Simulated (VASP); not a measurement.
TiTe2, 3 atoms in the cell. Symmetry: P4/mmm, No. 123, tetragonal system. The conventional cell has a = 3.026 Å, b = 3.026 Å, c = 9.302 Å, α = 90.00°, β = 90.00°, γ = 90.00°. Ti (site symmetry 4/mmm) has 2 Te at 2.74 Å and 4 Ti at 3.03 Å within 3.6 Å. Te (site symmetry 4mm) has 1 Ti at 2.74 Å and 4 Te at 3.03 Å within 3.6 Å. 

```yaml
Program: VASP 6.6.1
Task: single point
Functional: LDA
Potentials_or_basis: VASP PAW LDA potentials, release 64 (Ti_sv, Te)
Cutoff: 520 eV
k_mesh: 9 × 9 × 3
Occupations: fermi-dirac, width 0.05 eV
Spin: no spin polarisation
Hubbard_terms: Ti d U = 3.0 eV
Dipole_correction: no
Further_INCAR_settings: ALGO = Normal; EDIFF = 1e-06; NBANDS = 19
```

Potentials or basis: VASP PAW LDA potentials, release 64 (Ti_sv, Te).

Command:

```sh
$ cat potpaw_LDA.64/Ti_sv/POTCAR potpaw_LDA.64/Te/POTCAR > POTCAR
$ mpirun -np 1 vasp_std > vasp.out
```

Hardware: 1 thread of Intel Xeon 8259CL, with other jobs on the host.

How long does it take, and how much memory?

Run time: 58 s on 1 thread of Intel Xeon 8259CL (shared host), peak memory 0.19 GiB. Counts: scf iterations 15, k points 30.
